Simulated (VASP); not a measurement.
# MgS (Fm-3m) in VASP: a series of runs

MgS is run at these levels: PBE; tasks: single point.

Everything below comes from runs of VASP 6.6.1. Logs are shortened: lines on timing, memory, paths and dates and some standing lists are left out, and cuts for length are marked.

## (1) The cell of the first run

The structure is cubic, space group Fm-3m (No. 225). Conventional cell: a = 5.012 Å, b = 5.012 Å, c = 5.012 Å, α = 90.00°, β = 90.00°, γ = 90.00°. Within 3.3 Å of Mg (site symmetry m-3m) lie 6 S at 2.51 Å. S (site symmetry m-3m) has 6 Mg at 2.51 Å within 3.3 Å.

## (2) Single point, PBE (volume scaled by 0.88)

Contents of INCAR:

```
  PREC = Accurate
  ENCUT = 520
  EDIFF = 1E-7
  ISMEAR = 0
  SIGMA = 0.02
  LREAL = F
  LASPH = T
  NELM = 60
  ALGO = Normal
  ISIF = 2
  LWAVE = F
  LCHARG = F
  GGA = PE
  NBANDS = 11
```

Contents of KPOINTS:

```
Automatic mesh
0
Gamma
  8 8 8
```

Contents of POSCAR:

```
MgS
1.0
    0.0000000000      2.5059736406      2.5059736406
    2.5059736406      0.0000000000      2.5059736406
    2.5059736406      2.5059736406      0.0000000000
Mg S
1 1
Direct
    0.5000000000      0.5000000000      0.5000000000
    0.0000000000      0.0000000000      0.0000000000
```

Potentials or basis: VASP PAW PBE potentials, release 64 (Mg, S).

The run is started by

```console
> cat potpaw_PBE.64/Mg/POTCAR potpaw_PBE.64/S/POTCAR > POTCAR
> mpirun -np 1 vasp_std > vasp.out
```

OUTCAR:

```text
PREC = Accurate
   ENCUT = 520
   EDIFF = 1E-7
   ISMEAR = 0
   LREAL = F
   LASPH = T
   NELM = 60
   ISIF = 2
   GGA = PE

 ion  position               nearest neighbor table
   1  0.500  0.500  0.500-   2 2.51   2 2.51   2 2.51   2 2.51   2 2.51   2 2.51
   2  0.000  0.000  0.000-   1 2.51   1 2.51   1 2.51   1 2.51   1 2.51   1 2.51

  LATTYP: Found a face centered cubic cell.
 ALAT       =     5.0119472812

  Lattice vectors:

 A1 = (   0.0000000000,   2.5059736406,   2.5059736406)
 A2 = (   2.5059736406,   0.0000000000,   2.5059736406)
 A3 = (   2.5059736406,   2.5059736406,   0.0000000000)

Analysis of symmetry for initial positions (statically):
=====================================================================
 Subroutine PRICEL returns:
 Original cell was already a primitive cell.

 Routine SETGRP: Setting up the symmetry group for a
 face centered cubic supercell.

 Subroutine GETGRP returns: Found 48 space group operations
 (whereof 48 operations were pure point group operations)
 out of a pool of 48 trial point group operations.

The static configuration has the point symmetry O_h .

Analysis of symmetry for dynamics (positions and initial velocities):
=====================================================================
 Subroutine PRICEL returns:
 Original cell was already a primitive cell.

 Routine SETGRP: Setting up the symmetry group for a
 face centered cubic supercell.

 Subroutine GETGRP returns: Found 48 space group operations
 (whereof 48 operations were pure point group operations)
 out of a pool of 48 trial point group operations.

The dynamic configuration has the point symmetry O_h .

 Subroutine INISYM returns: Found 48 space group operations
 (whereof 48 operations are pure point group operations),
 and found     1 'primitive' translations

----------------------------------------------------------------------------------------

                                     Primitive cell

  volume of cell :      31.4745

  direct lattice vectors                    reciprocal lattice vectors
     0.000000000  2.505973641  2.505973641    -0.199523248  0.199523248  0.199523248
     2.505973641  0.000000000  2.505973641     0.199523248 -0.199523248  0.199523248
     2.505973641  2.505973641  0.000000000     0.199523248  0.199523248 -0.199523248

  length of vectors
     3.543981909  3.543981909  3.543981909     0.345584403  0.345584403  0.345584403

  position of ions in fractional coordinates (direct lattice)
     0.500000000  0.500000000  0.500000000
     0.000000000  0.000000000  0.000000000
[... 81 lines left out ...]
   IBRION =     -1    ionic relax: 0-MD 1-quasi-New 2-CG
   NFREE  =      0    steps in history (QN), initial steepest desc. (CG)
   ISIF   =      2    stress and relaxation
   ISYM   =      2    0-nonsym 1-usesym 2-fastsym
   POTIM  = 0.5000    time-step for ionic-motion
   TEBEG  =    0.0;   TEEND  =   0.0 temperature during run
   PSTRESS=    0.0 pullay stress
   NELECT =       8.0000    total number of electrons
   NUPDOWN=      -1.0000    fix difference up-down
   EMIN   =  10.00;   EMAX   =-10.00  energy-range for DOS
   EFERMI =   0.00;   METHOD = LEGACY
   ISMEAR =     0;   SIGMA  =   0.02  broadening in eV -4-tet -1-fermi 0-gaus
   EFERMI_NEDOS =   21; number of points for ismear=-14 and -15
   IALGO  =     38    algorithm
   IMIX   =      4    mixing-type and parameters
     AMIX     =   0.40;   BMIX     =  1.00
     AMIX_MAG =   1.60;   BMIX_MAG =  1.00
  volume/ion in A,a.u.               =      15.74       106.20
  Fermi-wavevector in a.u.,A,eV,Ry     =   1.037015  1.959674 14.631704  1.075400
  Thomas-Fermi vector in A             =   2.171433
   LORBIT       =      0    0 simple, 1 ext, 2 COOP (PROOUT), +10 PAW based schemes
   GGA     = PE    functional components
   LHFCALC =     F    Hartree Fock is set to
   AEXX    =    0.0000 exact exchange contribution
   IVDW    =     0    specifies the selected vdW correction
   LEPSILON=     F    determine dielectric tensor
   LRPA    =     F    only Hartree local field effects (RPA)
 non-spin polarized calculation
 Gauss-broadening in eV      SIGMA  =   0.02
  energy-cutoff  :      520.00
  volume of cell :       31.47
 maximum number of plane-waves:       877
 NGX is ok and might be reduce to    28
   NGX = 13   NGY = 13   NGZ = 13

 number of electron       8.0000001 magnetization

 Free energy of the ion-electron system (eV)
  ---------------------------------------------------
  ext. energy  EPLUGINS =         0.00000000
  ---------------------------------------------------
  free energy    TOTEN  =        -8.36340561 eV

  energy without entropy =       -8.36340561  energy(sigma->0) =       -8.36340561

 E-fermi :   4.8779     XC(G=0): -10.1611

 val. band max:        4.7932388448   @ k =   0.0000   0.0000   0.0000
 cond. band min:       7.8046387136   @ k =   0.5000   0.5000   0.0000
 fundamental gap:      3.0113998688
 Fermi energy:         4.8778757899

 k-point     1 :       0.0000    0.0000    0.0000
  band No.  band energies     occupation
      1      -8.5668      2.00000
      2       4.7932      2.00000
      3       4.7932      2.00000
      4       4.7932      2.00000
      5       9.4583      0.00000
      6      12.6474      0.00000
      7      12.6474      0.00000
      8      12.6474      0.00000
      9      15.2492      0.00000
     10      15.2492      0.00000
     11      17.5764      0.00000
[... 309 lines left out ...]
 k-point    24 :      -0.3750    0.2500    0.1250
  band No.  band energies     occupation
      1      -6.7078      2.00000
      2      -0.0961      2.00000
      3       2.2992      2.00000
      4       3.4255      2.00000
      5      10.6131      0.00000
      6      11.1235      0.00000
      7      13.5642      0.00000
      8      14.7505      0.00000
      9      17.5501      0.00000
     10      19.1311      0.00000
     11      21.0631      0.00000

 [... further k-points ...]
[... 5 lines left out ...]
  --------------------------------------------------------------------------------------
  -------------------------------------------------------------------------------------
  Total        2.3404916      2.3404916      2.3404916      0.0000000      0.0000000     -0.0000000
  in kB      119.1401612    119.1401612    119.1401612      0.0000000      0.0000000     -0.0000000
  external PRESSURE =     119.1401612 kB  Pullay stress =       0.0000000 kB

 VOLUME and BASIS-vectors are now :
 -----------------------------------------------------------------------------
  energy-cutoff  :      520.00
  volume of cell :       31.47
      direct lattice vectors                 reciprocal lattice vectors
     0.000000000  2.505973641  2.505973641    -0.199523248  0.199523248  0.199523248
     2.505973641  0.000000000  2.505973641     0.199523248 -0.199523248  0.199523248
     2.505973641  2.505973641  0.000000000     0.199523248  0.199523248 -0.199523248

 POSITION                                       TOTAL-FORCE (eV/Angst)
 -----------------------------------------------------------------------------------
      2.50597      2.50597      2.50597        -0.000000      0.000000      0.000000
      0.00000      0.00000      0.00000         0.000000     -0.000000     -0.000000
 -----------------------------------------------------------------------------------
    total drift:                               -0.000000      0.000000      0.000000

  FREE ENERGIE OF THE ION-ELECTRON SYSTEM (eV)
  ---------------------------------------------------
  free  energy   TOTEN  =        -8.3634056126 eV

  energy  without entropy=       -8.3634056126  energy(sigma->0) =       -8.36340561
```

OSZICAR:

```text
N       E                     dE             d eps       ncg     rms          rms(c)
DAV:   1     0.169484217573E+02    0.16948E+02   -0.34792E+03   638   0.599E+02
DAV:   2    -0.759601716376E+01   -0.24544E+02   -0.23241E+02   876   0.982E+01
DAV:   3    -0.872791105747E+01   -0.11319E+01   -0.11280E+01   781   0.187E+01
DAV:   4    -0.873367347137E+01   -0.57624E-02   -0.57613E-02   783   0.164E+00
DAV:   5    -0.873370471441E+01   -0.31243E-04   -0.31243E-04   785   0.121E-01    0.498E+00
DAV:   6    -0.840291515909E+01    0.33079E+00   -0.65157E-01   707   0.335E+00    0.393E+00
DAV:   7    -0.836304867732E+01    0.39866E-01   -0.21891E-01   758   0.210E+00    0.248E+00
DAV:   8    -0.836358140500E+01   -0.53273E-03   -0.12148E-02   704   0.669E-01    0.102E+00
DAV:   9    -0.836339501295E+01    0.18639E-03   -0.58200E-04   737   0.146E-01    0.328E-01
DAV:  10    -0.836340814102E+01   -0.13128E-04   -0.15321E-04   745   0.583E-02    0.311E-02
DAV:  11    -0.836340568653E+01    0.24545E-05   -0.17440E-05   771   0.193E-02    0.162E-02
DAV:  12    -0.836340561261E+01    0.73923E-07   -0.53292E-07   759   0.457E-03
   1 F= -.83634056E+01 E0= -.83634056E+01  d E =-.110333E-11
```

stdout:

```text
POSCAR found type information on POSCAR MgS
 POSCAR found :  2 types and       2 ions
 scaLAPACK will be used
 LDA part: xc-table for (Slater+PW92), standard interpolation
 POSCAR, INCAR and KPOINTS ok, starting setup
 FFT: planning ... GRIDC
 FFT: planning ... GRID_SOFT
 FFT: planning ... GRID
 WAVECAR not read
 entering main loop
```

Run time: 7.6 s. Hardware: 1 thread of Intel Xeon Platinum 8488C (Sapphire Rapids), shared host; peak memory 0.16 GiB.

Results:

- Free energy: -8.3634 eV
- Pressure: 11.9 GPa
- Band gap on the k mesh: 3.01 eV, indirect (least direct gap 4.67 eV)

Levels at points of the mesh, in eV from the valence-band top:
```tsv
k point	band 1	band 2	band 3	band 4	band 5	band 6	band 7	band 8
(0.00, 0.00, 0.00)	-13.36	0.00	0.00	0.00	4.67	7.85	7.85	7.85
(0.50, 0.00, 0.00)	-11.75	-5.46	-0.73	-0.73	4.70	7.02	7.02	11.34
(0.50, 0.50, 0.00)	-11.28	-4.82	-1.95	-1.95	3.01	4.01	13.13	13.16
```

 A k mesh can miss the band edges.

## (3) Single point, PBE (volume scaled by 0.94)

Contents of INCAR:

```
PREC     = Accurate       # precision mode
ENCUT    = 520            # plane-wave cutoff, eV
EDIFF    = 1E-7           # SCF threshold, eV
ISMEAR   = 0              # smearing method
SIGMA    = 0.02           # smearing width, eV
LREAL    = False          # projectors in reciprocal space
LASPH    = True           # aspherical terms in the spheres
NELM     = 100            # most SCF steps
ALGO     = Normal         # electronic algorithm
ISIF     = 2              # what is computed and relaxed
LWAVE    = False          # write WAVECAR
LCHARG   = False          # write CHGCAR
GGA      = PE             # functional
NBANDS   = 11             # bands
```

KPOINTS is that of step 2.

Contents of POSCAR:

```
MgS
1.0
    0.0000000000      2.5616800869      2.5616800869
    2.5616800869      0.0000000000      2.5616800869
    2.5616800869      2.5616800869      0.0000000000
Mg S
1 1
Direct
    0.5000000000      0.5000000000      0.5000000000
    0.0000000000      0.0000000000      0.0000000000
```

Potentials or basis: VASP PAW PBE potentials, release 64 (Mg, S).

The run is started by

```console
> cat potpaw_PBE.64/Mg/POTCAR potpaw_PBE.64/S/POTCAR > POTCAR
> mpirun -np 1 vasp_std > vasp.out
```

OUTCAR:

```text
PREC = Accurate
   ENCUT = 520
   EDIFF = 1E-7
   ISMEAR = 0
   LREAL = False
   LASPH = True
   NELM = 100
   ISIF = 2
   GGA = PE

 ion  position               nearest neighbor table
   1  0.500  0.500  0.500-   2 2.56   2 2.56   2 2.56   2 2.56   2 2.56   2 2.56
   2  0.000  0.000  0.000-   1 2.56   1 2.56   1 2.56   1 2.56   1 2.56   1 2.56

  LATTYP: Found a face centered cubic cell.
 ALAT       =     5.1233601738

  Lattice vectors:

 A1 = (   0.0000000000,   2.5616800869,   2.5616800869)
 A2 = (   2.5616800869,   0.0000000000,   2.5616800869)
[... 514 lines left out ...]
      8      13.7975      0.00000
      9      16.6212      0.00000
     10      17.8615      0.00000
     11      20.0107      0.00000

 [... further k-points ...]
[... 5 lines left out ...]
  --------------------------------------------------------------------------------------
  -------------------------------------------------------------------------------------
  Total        1.0191698      1.0191698      1.0191698      0.0000000     -0.0000000     -0.0000000
  in kB       48.5682495     48.5682495     48.5682495      0.0000000     -0.0000000     -0.0000000
  external PRESSURE =      48.5682495 kB  Pullay stress =       0.0000000 kB

 VOLUME and BASIS-vectors are now :
 -----------------------------------------------------------------------------
  energy-cutoff  :      520.00
  volume of cell :       33.62
      direct lattice vectors                 reciprocal lattice vectors
     0.000000000  2.561680087  2.561680087    -0.195184404  0.195184404  0.195184404
     2.561680087  0.000000000  2.561680087     0.195184404 -0.195184404  0.195184404
     2.561680087  2.561680087  0.000000000     0.195184404  0.195184404 -0.195184404

 POSITION                                       TOTAL-FORCE (eV/Angst)
 -----------------------------------------------------------------------------------
      2.56168      2.56168      2.56168        -0.000000      0.000000     -0.000000
      0.00000      0.00000      0.00000         0.000000     -0.000000      0.000000
 -----------------------------------------------------------------------------------
    total drift:                               -0.000000      0.000000      0.000000

  FREE ENERGIE OF THE ION-ELECTRON SYSTEM (eV)
  ---------------------------------------------------
  free  energy   TOTEN  =        -8.4737446911 eV

  energy  without entropy=       -8.4737446911  energy(sigma->0) =       -8.47374469
```

OSZICAR:

```text
N       E                     dE             d eps       ncg     rms          rms(c)
DAV:   1     0.165014547197E+02    0.16501E+02   -0.31370E+03   638   0.567E+02
DAV:   2    -0.756175932215E+01   -0.24063E+02   -0.22217E+02   819   0.933E+01
DAV:   3    -0.885561144952E+01   -0.12939E+01   -0.12914E+01   781   0.194E+01
DAV:   4    -0.886221836102E+01   -0.66069E-02   -0.66063E-02   779   0.175E+00
DAV:   5    -0.886225708596E+01   -0.38725E-04   -0.38724E-04   777   0.135E-01    0.463E+00
DAV:   6    -0.851332191387E+01    0.34894E+00   -0.72893E-01   719   0.343E+00    0.363E+00
DAV:   7    -0.847360753692E+01    0.39714E-01   -0.21757E-01   755   0.205E+00    0.236E+00
DAV:   8    -0.847396721097E+01   -0.35967E-03   -0.13674E-02   716   0.712E-01    0.102E+00
DAV:   9    -0.847373034283E+01    0.23687E-03   -0.70737E-04   734   0.158E-01    0.337E-01
DAV:  10    -0.847374733491E+01   -0.16992E-04   -0.17582E-04   742   0.624E-02    0.381E-02
DAV:  11    -0.847374477585E+01    0.25591E-05   -0.18145E-05   755   0.191E-02    0.180E-02
DAV:  12    -0.847374469106E+01    0.84788E-07   -0.58155E-07   778   0.475E-03
   1 F= -.84737447E+01 E0= -.84737447E+01  d E =-.844800E-18
```

It took 6.9 s on 1 thread of Intel Xeon Platinum 8488C (Sapphire Rapids), shared host; peak memory 0.16 GiB.

Results:

```
Free energy            : -8.4737 eV
Pressure               : 4.9 GPa
Band gap on the k mesh : 2.88 eV, indirect (least direct gap 4.09 eV)
```

 A k mesh can miss the band edges.

(Continued in part 2 of 2.)
